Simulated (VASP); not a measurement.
# MoS2 (P-3m1) in VASP: a series of runs, part 2 of 2

VASP 6.6.1. Earlier steps stand in the parts before.

## 4. Single point, PBE-based screened hybrid

The input, POSCAR:

```
MoS2
1.0
    3.2274645616      0.0000000000      0.0000000000
   -1.6137322808      2.7950663001      0.0000000000
    0.0000000000      0.0000000000      6.3124734200
Mo S
1 2
Direct
    0.0000000000      0.0000000000      0.5000000000
    0.6666666667      0.3333333333      0.7446806800
    0.3333333333      0.6666666667      0.2553193200
```

The input, INCAR.step1:

```
PREC = Accurate
ENCUT = 520
EDIFF = 1E-5
ISMEAR = -1
SIGMA = 0.05
LREAL = False
LASPH = True
NELM = 80
ALGO = Normal
ISIF = 2
LWAVE = True
LCHARG = False
GGA = PE
NBANDS = 20
```

The input, INCAR.step2:

```
PREC = Accurate
ENCUT = 520
EDIFF = 1E-7
ISMEAR = -1
SIGMA = 0.05
LREAL = False
LASPH = True
NELM = 80
ALGO = Normal
ISIF = 2
LWAVE = False
LCHARG = False
GGA = PE
LHFCALC = True
AEXX = 0.4
HFSCREEN = 0.2
PRECFOCK = Normal
ISTART = 1
NBANDS = 20
```

The input, KPOINTS:

```
Automatic mesh
0
Gamma
  5 5 2
```

Potentials or basis: VASP PAW PBE potentials, release 64 (Mo_sv, S).

Started as:

```bash
$ cat potpaw_PBE.64/Mo_sv/POTCAR potpaw_PBE.64/S/POTCAR > POTCAR
$ cp INCAR.step1 INCAR
$ mpirun -np 1 vasp_std > vasp.out
$ cp INCAR.step2 INCAR
$ mpirun -np 1 vasp_std > vasp.out
```

OUTCAR:

```text
PREC = Accurate
   ENCUT = 520
   EDIFF = 1E-7
   ISMEAR = -1
   LREAL = False
   LASPH = True
   NELM = 80
   ISIF = 2
   GGA = PE
   LHFCALC = True
   AEXX = 0.4
   HFSCREEN = 0.2
   PRECFOCK = Normal
   ISTART = 1

 ion  position               nearest neighbor table
   1  0.000  0.000  0.500-   2 2.42   3 2.42   3 2.42   2 2.42   2 2.42   3 2.42
   2  0.667  0.333  0.745-   1 2.42   1 2.42   1 2.42
   3  0.333  0.667  0.255-   1 2.42   1 2.42   1 2.42

  LATTYP: Found a hexagonal cell.
 ALAT       =     3.2274645616
 C/A-ratio  =     1.9558614199

  Lattice vectors:

 A1 = (   3.2274645616,   0.0000000000,   0.0000000000)
 A2 = (  -1.6137322808,   2.7950663001,   0.0000000000)
 A3 = (   0.0000000000,   0.0000000000,   6.3124734200)

Analysis of symmetry for initial positions (statically):
=====================================================================
 Subroutine PRICEL returns:
 Original cell was already a primitive cell.

[... 158 lines left out ...]
  ---------------------------------------------------
  free energy    TOTEN  =       -27.70947228 eV

  energy without entropy =      -27.70094086  energy(sigma->0) =      -27.70520657

 E-fermi :   6.4597     XC(G=0):  -7.5170

 val. band max:        6.3301304813   @ k =   0.0000   0.0000   0.5000
 cond. band min:       6.4911458624   @ k =   0.4000   0.2000   0.0000
 fundamental gap:      0.1610153810
 Fermi energy:         6.4597122907

 k-point     1 :       0.0000    0.0000    0.0000
  band No.  band energies     occupation
      1     -61.9889      2.00000
      2     -33.7191      2.00000
      3     -33.6624      2.00000
      4     -33.6624      2.00000
      5     -11.1326      2.00000
      6      -9.4222      2.00000
[... 219 lines left out ...]
     19      15.1880      0.00000
     20      17.0556      0.00000

------------------------ aborting loop because EDIFF is reached ----------------------------------------

  FORCE on cell =-STRESS in cart. coord.  units (eV):
  Direction    XX          YY          ZZ          XY          YZ          ZX
  --------------------------------------------------------------------------------------
  -------------------------------------------------------------------------------------
  Total       -2.2061993     -2.2061993     -1.9300997     -0.0000000      0.0000000     -0.0000000
  in kB      -62.0729192    -62.0729192    -54.3046671     -0.0000000      0.0000000     -0.0000000
  external PRESSURE =     -59.4835018 kB  Pullay stress =       0.0000000 kB

 VOLUME and BASIS-vectors are now :
 -----------------------------------------------------------------------------
  energy-cutoff  :      520.00
  volume of cell :       56.94
      direct lattice vectors                 reciprocal lattice vectors
     3.227464562  0.000000000  0.000000000     0.309840737  0.178886633  0.000000000
    -1.613732281  2.795066300  0.000000000     0.000000000  0.357773266  0.000000000
     0.000000000  0.000000000  6.312473420     0.000000000  0.000000000  0.158416509

 POSITION                                       TOTAL-FORCE (eV/Angst)
 -----------------------------------------------------------------------------------
      0.00000      0.00000      3.15624        -0.000000      0.000000      0.000000
      1.61373      0.93169      4.70078         0.000000     -0.000000     -0.638481
     -0.00000      1.86338      1.61170        -0.000000      0.000000      0.638481
 -----------------------------------------------------------------------------------
    total drift:                                0.000000      0.000001      0.000000

  FREE ENERGIE OF THE ION-ELECTRON SYSTEM (eV)
  ---------------------------------------------------
  free  energy   TOTEN  =       -27.7094722824 eV

  energy  without entropy=      -27.7009408572  energy(sigma->0) =      -27.70520657
```

OUTCAR.step1:

```text
PREC = Accurate
   ENCUT = 520
   EDIFF = 1E-5
   ISMEAR = -1
   LREAL = False
   LASPH = True
[... 437 lines left out ...]
      0.00000      0.00000      3.15624         0.000000      0.000000     -0.000000
      1.61373      0.93169      4.70078         0.000000      0.000000      0.126411
     -0.00000      1.86338      1.61170         0.000000     -0.000000     -0.126411
 -----------------------------------------------------------------------------------
    total drift:                                0.000000     -0.000000      0.000000

  FREE ENERGIE OF THE ION-ELECTRON SYSTEM (eV)
  ---------------------------------------------------
  free  energy   TOTEN  =       -20.9967725039 eV

  energy  without entropy=      -20.9806986822  energy(sigma->0) =      -20.98873559
```

OSZICAR.step1:

```text
N       E                     dE             d eps       ncg     rms          rms(c)
DAV:   1     0.181832474642E+03    0.18183E+03   -0.14777E+04   432   0.121E+03
DAV:   2    -0.147830062530E+02   -0.19662E+03   -0.19147E+03   460   0.312E+02
DAV:   3    -0.225298358250E+02   -0.77468E+01   -0.76229E+01   504   0.567E+01
DAV:   4    -0.226418082549E+02   -0.11197E+00   -0.11138E+00   480   0.677E+00
DAV:   5    -0.226435715130E+02   -0.17633E-02   -0.17630E-02   504   0.858E-01    0.226E+01
DAV:   6    -0.215680234333E+02    0.10755E+01   -0.14968E+01   416   0.210E+01    0.941E+00
DAV:   7    -0.211572042746E+02    0.41082E+00   -0.64237E+00   408   0.131E+01    0.599E+00
DAV:   8    -0.209958976580E+02    0.16131E+00   -0.81174E-01   444   0.500E+00    0.180E+00
DAV:   9    -0.209989827812E+02   -0.30851E-02   -0.37367E-02   472   0.113E+00    0.705E-01
DAV:  10    -0.209970016237E+02    0.19812E-02   -0.22524E-02   440   0.893E-01    0.172E-01
DAV:  11    -0.209968177448E+02    0.18388E-03   -0.10750E-03   468   0.218E-01    0.742E-02
DAV:  12    -0.209967567246E+02    0.61020E-04   -0.16041E-04   460   0.773E-02    0.418E-02
DAV:  13    -0.209967741492E+02   -0.17425E-04   -0.12379E-04   436   0.661E-02    0.143E-02
DAV:  14    -0.209967725039E+02    0.16453E-05   -0.60846E-06   296   0.161E-02
   1 F= -.20996773E+02 E0= -.20988736E+02  d E =-.160738E-01
```

Wall time 23 min (1 thread of Oxide Virtual Turin-like, shared host); peak memory 0.26 GiB.

What came out:

```
Free energy            : -27.7095 eV
Pressure               : -5.9 GPa
Largest force          : 0.638 eV/Å
Band gap on the k mesh : zero (band 13 reaches 6.49 eV, above the bottom of band 14 at 6.01 eV)
```

Forces on the atoms (eV/Å):
```
Mo   0.000  0.000  0.000
S    0.000  0.000 -0.638
S    0.000  0.000  0.638
```

Caveat: the k points lie up to 0.50 Å⁻¹ apart; the PAW data sets were made with another functional, which shifts forces and pressure a little.

## 5. Summary

| share of exact exchange | gap on the mesh (eV) | pressure (GPa) | largest force (eV/Å) |
| --- | --- | --- | --- |
| 0.25 | none | -3.4 | 0.38 |
| 0.3 | none | -4.2 | 0.47 |
| 0.4 | none | -5.9 | 0.64 |

Alike in all rows: task single point; level PBE-based screened hybrid; potentials or basis VASP PAW PBE potentials, release 64 (Mo_sv, S); no spin polarisation; cell as given; k mesh 5 × 5 × 2; cutoff (eV) 520; smearing fermi-dirac 0.05 eV.

Caveats: all runs use coarse meshes; the PAW data sets were made with another functional, which shifts forces and pressure a little.

Total energies depend on the potentials used, so only differences within one code and one set of settings carry meaning.
